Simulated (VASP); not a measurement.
# BN (F-43m) in VASP: notebook

Runs on BN. Level: PBEsol. Tasks: single point.

All numbers are computed with VASP 6.6.1; they aren't measurements. Logs are shortened: lines on timing, memory, paths and dates and some standing lists are left out, and cuts for length are marked.

## 1. The cell of the first run

It takes space group F-43m (No. 216, cubic). The conventional cell has a = 3.539 Å, b = 3.539 Å, c = 3.539 Å, α = 90.00°, β = 90.00°, γ = 90.00°. Within 2.0 Å of B (site symmetry -43m) lie 4 N at 1.53 Å. Within 2.0 Å of N (site symmetry -43m) lie 4 B at 1.53 Å.

## 2. Single point, PBEsol (strained)

INCAR reads:

```
SYSTEM = BN
  PREC = Accurate
  ENCUT = 520
  EDIFF = 1E-7
  ISMEAR = 0
  SIGMA = 0.02
  LREAL = .False.
  LASPH = .True.
  NELM = 80
  ALGO = Normal
  ISIF = 2
  LWAVE = .False.
  LCHARG = .False.
  GGA = PS
  NBANDS = 11
```

KPOINTS reads:

```
regular mesh
0
Gamma
  12 12 12
  0 0 0
```

POSCAR reads:

```
BN
1.0
    0.0000000000      1.7696884061      1.7696884061
    1.7696884061      0.0000000000      1.7696884061
    1.7696884061      1.7696884061      0.0000000000
B N
1 1
Direct
    0.0000000000      0.0000000000      0.0000000000
    0.7500000000      0.7500000000      0.7500000000
```

Potentials or basis: VASP PAW PBE potentials, release 64 (B, N).

Started as:

```bash
> cat potpaw_PBE.64/B/POTCAR potpaw_PBE.64/N/POTCAR > POTCAR
> mpirun -np 1 vasp_std > vasp.out
```

OUTCAR:

```text
SYSTEM = BN
   PREC = Accurate
   ENCUT = 520
   EDIFF = 1E-7
   ISMEAR = 0
   LREAL = .False.
   LASPH = .True.
   NELM = 80
   ISIF = 2
   GGA = PS

 ion  position               nearest neighbor table
   1  0.000  0.000  0.000-   2 1.53   2 1.53   2 1.53   2 1.53
   2  0.750  0.750  0.750-   1 1.53   1 1.53   1 1.53   1 1.53

  LATTYP: Found a face centered cubic cell.
 ALAT       =     3.5393768122

  Lattice vectors:

 A1 = (   0.0000000000,   1.7696884061,   1.7696884061)
 A2 = (   1.7696884061,   0.0000000000,   1.7696884061)
 A3 = (   1.7696884061,   1.7696884061,   0.0000000000)

Analysis of symmetry for initial positions (statically):
=====================================================================
 Subroutine PRICEL returns:
 Original cell was already a primitive cell.

 Routine SETGRP: Setting up the symmetry group for a
 face centered cubic supercell.

 Subroutine GETGRP returns: Found 24 space group operations
 (whereof 24 operations were pure point group operations)
 out of a pool of 48 trial point group operations.

The static configuration has the point symmetry T_d .

Analysis of symmetry for dynamics (positions and initial velocities):
=====================================================================
 Subroutine PRICEL returns:
 Original cell was already a primitive cell.

 Routine SETGRP: Setting up the symmetry group for a
 face centered cubic supercell.

 Subroutine GETGRP returns: Found 24 space group operations
 (whereof 24 operations were pure point group operations)
 out of a pool of 48 trial point group operations.

The dynamic configuration has the point symmetry T_d .

 Subroutine INISYM returns: Found 24 space group operations
 (whereof 24 operations are pure point group operations),
 and found     1 'primitive' translations

----------------------------------------------------------------------------------------

                                     Primitive cell

  volume of cell :      11.0846

  direct lattice vectors                    reciprocal lattice vectors
     0.000000000  1.769688406  1.769688406    -0.282535614  0.282535614  0.282535614
     1.769688406  0.000000000  1.769688406     0.282535614 -0.282535614  0.282535614
     1.769688406  1.769688406  0.000000000     0.282535614  0.282535614 -0.282535614

  length of vectors
     2.502717345  2.502717345  2.502717345     0.489366038  0.489366038  0.489366038

  position of ions in fractional coordinates (direct lattice)
     0.000000000  0.000000000  0.000000000
     0.750000000  0.750000000  0.750000000

[... 85 lines left out ...]
   TEBEG  =    0.0;   TEEND  =   0.0 temperature during run
   PSTRESS=    0.0 pullay stress
   NELECT =       8.0000    total number of electrons
   NUPDOWN=      -1.0000    fix difference up-down
   EMIN   =  10.00;   EMAX   =-10.00  energy-range for DOS
   EFERMI =   0.00;   METHOD = LEGACY
   ISMEAR =     0;   SIGMA  =   0.02  broadening in eV -4-tet -1-fermi 0-gaus
   EFERMI_NEDOS =   21; number of points for ismear=-14 and -15
   IALGO  =     38    algorithm
   IMIX   =      4    mixing-type and parameters
     AMIX     =   0.40;   BMIX     =  1.00
     AMIX_MAG =   1.60;   BMIX_MAG =  1.00
  volume/ion in A,a.u.               =       5.54        37.40
  Fermi-wavevector in a.u.,A,eV,Ry     =   1.468469  2.775003 29.339607  2.156400
  Thomas-Fermi vector in A             =   2.583963
   LORBIT       =      0    0 simple, 1 ext, 2 COOP (PROOUT), +10 PAW based schemes
   GGA     = PS    functional components
   LHFCALC =     F    Hartree Fock is set to
   AEXX    =    0.0000 exact exchange contribution
   IVDW    =     0    specifies the selected vdW correction
   LEPSILON=     F    determine dielectric tensor
   LRPA    =     F    only Hartree local field effects (RPA)
 non-spin polarized calculation
 Gauss-broadening in eV      SIGMA  =   0.02
  energy-cutoff  :      520.00
  volume of cell :       11.08
 maximum number of plane-waves:       310
   NGX =  9   NGY =  9   NGZ =  9

 number of electron       7.9999999 magnetization

 Free energy of the ion-electron system (eV)
  ---------------------------------------------------
  ext. energy  EPLUGINS =         0.00000000
  ---------------------------------------------------
  free energy    TOTEN  =       -18.29774238 eV

  energy without entropy =      -18.29774238  energy(sigma->0) =      -18.29774238

 E-fermi :   8.3861     XC(G=0): -13.3286

 val. band max:        8.1646246566   @ k =   0.0000   0.0000   0.0000
 cond. band min:      12.5049600432   @ k =   0.5000   0.5000   0.0000
 fundamental gap:      4.3403353866
 Fermi energy:         8.3860865721

 k-point     1 :       0.0000    0.0000    0.0000
  band No.  band energies     occupation
      1     -12.8299      2.00000
      2       8.1646      2.00000
      3       8.1646      2.00000
      4       8.1646      2.00000
      5      17.2244      0.00000
      6      17.2244      0.00000
      7      17.2244      0.00000
      8      19.4752      0.00000
      9      33.8817      0.00000
     10      36.6446      0.00000
     11      36.6446      0.00000
[... 309 lines left out ...]
 k-point    24 :      -0.4167    0.1667    0.0000
  band No.  band energies     occupation
      1      -7.8651      2.00000
      2      -2.4758      2.00000
      3       3.7981      2.00000
      4       5.4110      2.00000
      5      17.6518      0.00000
      6      20.8136      0.00000
      7      21.1092      0.00000
      8      24.6007      0.00000
      9      29.8226      0.00000
     10      34.1557      0.00000
     11      36.0333      0.00000

 [... further k-points ...]

------------------------ aborting loop because EDIFF is reached ----------------------------------------

  FORCE on cell =-STRESS in cart. coord.  units (eV):
  Direction    XX          YY          ZZ          XY          YZ          ZX
  --------------------------------------------------------------------------------------
  -------------------------------------------------------------------------------------
  Total        1.7026914      1.7026914      1.7026914     -0.0000000      0.0000000      0.0000000
  in kB      246.1082093    246.1082093    246.1082093     -0.0000000      0.0000000      0.0000000
  external PRESSURE =     246.1082093 kB  Pullay stress =       0.0000000 kB

 VOLUME and BASIS-vectors are now :
 -----------------------------------------------------------------------------
  energy-cutoff  :      520.00
  volume of cell :       11.08
      direct lattice vectors                 reciprocal lattice vectors
     0.000000000  1.769688406  1.769688406    -0.282535614  0.282535614  0.282535614
     1.769688406  0.000000000  1.769688406     0.282535614 -0.282535614  0.282535614
     1.769688406  1.769688406  0.000000000     0.282535614  0.282535614 -0.282535614

 POSITION                                       TOTAL-FORCE (eV/Angst)
 -----------------------------------------------------------------------------------
      0.00000      0.00000      0.00000         0.000000      0.000000      0.000000
      2.65453      2.65453      2.65453        -0.000000     -0.000000     -0.000000
 -----------------------------------------------------------------------------------
    total drift:                               -0.000000     -0.000000     -0.000000

  FREE ENERGIE OF THE ION-ELECTRON SYSTEM (eV)
  ---------------------------------------------------
  free  energy   TOTEN  =       -18.2977423781 eV

  energy  without entropy=      -18.2977423781  energy(sigma->0) =      -18.29774238
```

stdout:

```text
POSCAR found type information on POSCAR B N
 POSCAR found :  2 types and       2 ions
 scaLAPACK will be used
 -----------------------------------------------------------------------------
|                                                                             |
|                                                                             |
|     You enforced a specific xc type in the INCAR file but a different       |
|     I HOPE YOU KNOW WHAT YOU ARE DOING!                                     |
|                                                                             |
 -----------------------------------------------------------------------------

 LDA part: xc-table for (Slater+PW92), standard interpolation
 POSCAR, INCAR and KPOINTS ok, starting setup
 FFT: planning ... GRIDC
 FFT: planning ... GRID_SOFT
 FFT: planning ... GRID
 WAVECAR not read
 entering main loop
```

It took 11 s on 1 thread of AMD EPYC 7R13, shared host; peak memory 0.09 GiB.

Results:

* Free energy: -18.2977 eV
* Pressure: 24.6 GPa
* Band gap on the k mesh: 4.34 eV (least direct gap 9.06 eV)

Levels at points of the mesh, in eV from the valence-band top:
```tsv
k point	band 1	band 2	band 3	band 4	band 5	band 6	band 7	band 8	band 9
(0.00, 0.00, 0.00)	-20.99	0.00	0.00	0.00	9.06	9.06	9.06	11.31	25.72
(0.50, 0.00, 0.00)	-16.42	-11.38	-2.07	-2.07	10.93	10.97	10.97	15.72	24.13
(0.50, 0.50, 0.00)	-14.95	-9.39	-5.26	-5.26	4.34	9.44	18.87	18.87	21.74
```

Caveat: the cell differs from its parent crystal (strained); the cell stands under pressure; the PAW data sets were made with another functional, which shifts forces and pressure a little.

## 3. Single point, PBEsol (strained)

INCAR reads:

```
ALGO = Normal
EDIFF = 1E-6
ENCUT = 520
GGA = PS
ISIF = 2
ISMEAR = 0
LASPH = True
LCHARG = False
LREAL = False
LWAVE = False
NBANDS = 11
NELM = 80
PREC = Accurate
SIGMA = 0.02
```

KPOINTS reads:

```
k-points
0
Gamma
  12 12 12
```

POSCAR reads:

```
BN
1.0
    0.0000000000      1.8938245846      1.8938245846
    1.8938245846      0.0000000000      1.8938245846
    1.8938245846      1.8938245846      0.0000000000
B N
1 1
Direct
    0.0000000000      0.0000000000      0.0000000000
    0.7500000000      0.7500000000      0.7500000000
```

Potentials or basis: VASP PAW PBE potentials, release 64 (B, N).

Started as:

```bash
> cat potpaw_PBE.64/B/POTCAR potpaw_PBE.64/N/POTCAR > POTCAR
> mpirun -np 1 vasp_std > vasp.out
```

OUTCAR:

```text
EDIFF = 1E-6
   ENCUT = 520
   GGA = PS
   ISIF = 2
   ISMEAR = 0
   LASPH = True
   LREAL = False
   NELM = 80
   PREC = Accurate

 ion  position               nearest neighbor table
   1  0.000  0.000  0.000-   2 1.64   2 1.64   2 1.64   2 1.64
   2  0.750  0.750  0.750-   1 1.64   1 1.64   1 1.64   1 1.64

  LATTYP: Found a face centered cubic cell.
 ALAT       =     3.7876491692

  Lattice vectors:

 A1 = (   0.0000000000,   1.8938245846,   1.8938245846)
 A2 = (   1.8938245846,   0.0000000000,   1.8938245846)
 A3 = (   1.8938245846,   1.8938245846,   0.0000000000)

Analysis of symmetry for initial positions (statically):
=====================================================================
 Subroutine PRICEL returns:
 Original cell was already a primitive cell.

 Routine SETGRP: Setting up the symmetry group for a
 face centered cubic supercell.

 Subroutine GETGRP returns: Found 24 space group operations
 (whereof 24 operations were pure point group operations)
 out of a pool of 48 trial point group operations.

The static configuration has the point symmetry T_d .

[... 171 lines left out ...]
      3       5.7336      2.00000
      4       5.7336      2.00000
      5      13.8394      0.00000
      6      13.8435      0.00000
      7      13.8435      0.00000
      8      13.8435      0.00000
      9      27.7290      0.00000
     10      31.7664      0.00000
     11      31.7664      0.00000
[... 309 lines left out ...]
 k-point    24 :      -0.4167    0.1667    0.0000
  band No.  band energies     occupation
      1      -9.0602      2.00000
      2      -3.2123      2.00000
      3       2.0285      2.00000
      4       3.4919      2.00000
      5      14.1568      0.00000
      6      16.2523      0.00000
      7      16.8789      0.00000
      8      19.5876      0.00000
      9      24.9416      0.00000
     10      29.2491      0.00000
     11      29.6387      0.00000

 [... further k-points ...]

------------------------ aborting loop because EDIFF is reached ----------------------------------------

  FORCE on cell =-STRESS in cart. coord.  units (eV):
  Direction    XX          YY          ZZ          XY          YZ          ZX
  --------------------------------------------------------------------------------------
  -------------------------------------------------------------------------------------
  Total       -3.6609899     -3.6609899     -3.6609899      0.0000000      0.0000000      0.0000000
  in kB     -431.7773552   -431.7773552   -431.7773552      0.0000000      0.0000000      0.0000000
  external PRESSURE =    -431.7773552 kB  Pullay stress =       0.0000000 kB

 VOLUME and BASIS-vectors are now :
 -----------------------------------------------------------------------------
  energy-cutoff  :      520.00
  volume of cell :       13.58
      direct lattice vectors                 reciprocal lattice vectors
     0.000000000  1.893824585  1.893824585    -0.264016004  0.264016004  0.264016004
     1.893824585  0.000000000  1.893824585     0.264016004 -0.264016004  0.264016004
     1.893824585  1.893824585  0.000000000     0.264016004  0.264016004 -0.264016004

 POSITION                                       TOTAL-FORCE (eV/Angst)
 -----------------------------------------------------------------------------------
      0.00000      0.00000      0.00000         0.000000      0.000000      0.000000
      2.84074      2.84074      2.84074        -0.000000     -0.000000     -0.000000
 -----------------------------------------------------------------------------------
    total drift:                                0.000000      0.000000      0.000000

  FREE ENERGIE OF THE ION-ELECTRON SYSTEM (eV)
  ---------------------------------------------------
  free  energy   TOTEN  =       -18.0709508144 eV

  energy  without entropy=      -18.0709508144  energy(sigma->0) =      -18.07095081
```

OSZICAR:

```text
N       E                     dE             d eps       ncg     rms          rms(c)
DAV:   1     0.844273166772E+01    0.84427E+01   -0.47818E+03  1624   0.712E+02
DAV:   2    -0.182901058025E+02   -0.26733E+02   -0.25659E+02  1940   0.153E+02
DAV:   3    -0.188268415777E+02   -0.53674E+00   -0.53594E+00  1839   0.191E+01
DAV:   4    -0.188275685103E+02   -0.72693E-03   -0.72692E-03  1740   0.793E-01
DAV:   5    -0.188275693954E+02   -0.88509E-06   -0.88505E-06  1788   0.265E-02    0.582E+00
DAV:   6    -0.181339494214E+02    0.69362E+00   -0.28830E+00  1665   0.900E+00    0.282E+00
DAV:   7    -0.180874694439E+02    0.46480E-01   -0.58109E-02  1722   0.208E+00    0.170E+00
DAV:   8    -0.180709876761E+02    0.16482E-01   -0.25174E-02  1749   0.107E+00    0.123E-01
DAV:   9    -0.180709157872E+02    0.71889E-04   -0.10982E-03  1704   0.232E-01    0.645E-02
DAV:  10    -0.180709483364E+02   -0.32549E-04   -0.69695E-05  1718   0.741E-02    0.115E-02
DAV:  11    -0.180709507170E+02   -0.23806E-05   -0.52720E-06  1800   0.175E-02    0.791E-03
DAV:  12    -0.180709508144E+02   -0.97383E-07   -0.11251E-06   858   0.703E-03
   1 F= -.18070951E+02 E0= -.18070951E+02  d E =-.990945E-46
```

stdout:

```text
POSCAR found type information on POSCAR B N
 POSCAR found :  2 types and       2 ions
 scaLAPACK will be used
 -----------------------------------------------------------------------------
|                                                                             |
|                                                                             |
|     You enforced a specific xc type in the INCAR file but a different       |
|     I HOPE YOU KNOW WHAT YOU ARE DOING!                                     |
|                                                                             |
 -----------------------------------------------------------------------------

 LDA part: xc-table for (Slater+PW92), standard interpolation
 POSCAR, INCAR and KPOINTS ok, starting setup
 FFT: planning ... GRIDC
 FFT: planning ... GRID_SOFT
 FFT: planning ... GRID
 WAVECAR not read
 entering main loop
```

It took 14 s on 1 thread of AMD EPYC 7R13, shared host; peak memory 0.09 GiB.

Results:

```
Free energy            : -18.0710 eV
Pressure               : -43.2 GPa
Band gap on the k mesh : 4.12 eV (least direct gap 8.10 eV)
```

Caveat: the cell differs from its parent crystal (strained); the cell stands under tension; the PAW data sets were made with another functional, which shifts forces and pressure a little. A k mesh can miss the band edges.

## 4. Single point, PBEsol (strained)

INCAR reads:

```
PREC = Accurate ; ENCUT = 520
EDIFF = 1E-6 ; ISMEAR = 0
SIGMA = 0.02 ; LREAL = F
LASPH = T ; NELM = 80
ALGO = Normal ; ISIF = 2
LWAVE = F ; LCHARG = F
GGA = PS ; NBANDS = 11
```

KPOINTS reads:

```
Automatic mesh
0
Gamma
  12 12 12
```

POSCAR reads:

```
BN
1.0
    0.0000000000      1.8966166061      1.8966166061
    1.8966166061      0.0000000000      1.8966166061
    1.8966166061      1.8966166061      0.0000000000
B N
1 1
Direct
    0.0000000000      0.0000000000      0.0000000000
    0.7500000000      0.7500000000      0.7500000000
```

Started as:

```bash
> cat potpaw_PBE.64/B/POTCAR potpaw_PBE.64/N/POTCAR > POTCAR
> mpirun -np 1 vasp_std > vasp.out
```

It took 14 s on 1 thread of AMD EPYC 7R13, shared host; peak memory 0.09 GiB.

The run converged. Its results:

| Item | Value |
| --- | --- |
| Free energy | -18.0546 eV |
| Pressure | -44.1 GPa |
| Band gap on the k mesh | 4.11 eV (least direct gap 8.04 eV) |

Levels at points of the mesh, in eV from the valence-band top:
| k point | band 1 | band 2 | band 3 | band 4 | band 5 | band 6 | band 7 | band 8 |
| --- | --- | --- | --- | --- | --- | --- | --- | --- |
| (0.00, 0.00, 0.00) | -18.70 | 0.00 | 0.00 | 0.00 | 8.04 | 8.09 | 8.09 | 8.09 |
| (0.50, 0.00, 0.00) | -15.09 | -9.53 | -1.69 | -1.69 | 8.30 | 9.83 | 9.83 | 13.63 |
| (0.50, 0.50, 0.00) | -13.90 | -8.08 | -4.27 | -4.27 | 4.11 | 8.28 | 15.78 | 15.78 |

Caveat: the cell differs from its parent crystal (strained); the cell stands under tension; the PAW data sets were made with another functional, which shifts forces and pressure a little. A k mesh can miss the band edges.

## 5. Summary

| cell | gap on the mesh (eV) | pressure (GPa) |
| --- | --- | --- |
| a = 2.503 Å, angles 60.0°, 2 atoms | 4.34 | 24.6 |
| a = 2.678 Å, angles 60.0°, 2 atoms | 4.12 | -43.2 |
| a = 2.682 Å, angles 60.0°, 2 atoms | 4.11 | -44.1 |

Alike in all rows: task single point; level PBEsol; potentials or basis VASP PAW PBE potentials, release 64 (B, N); no spin polarisation; k mesh 12 × 12 × 12; cutoff (eV) 520; smearing gaussian 0.02 eV.

Caveats: the PAW data sets were made with another functional, which shifts forces and pressure a little; the cell stands under tension (at least some runs); the cell stands under pressure (at least some runs).

Absolute energies hang on the potentials; compare differences alone.
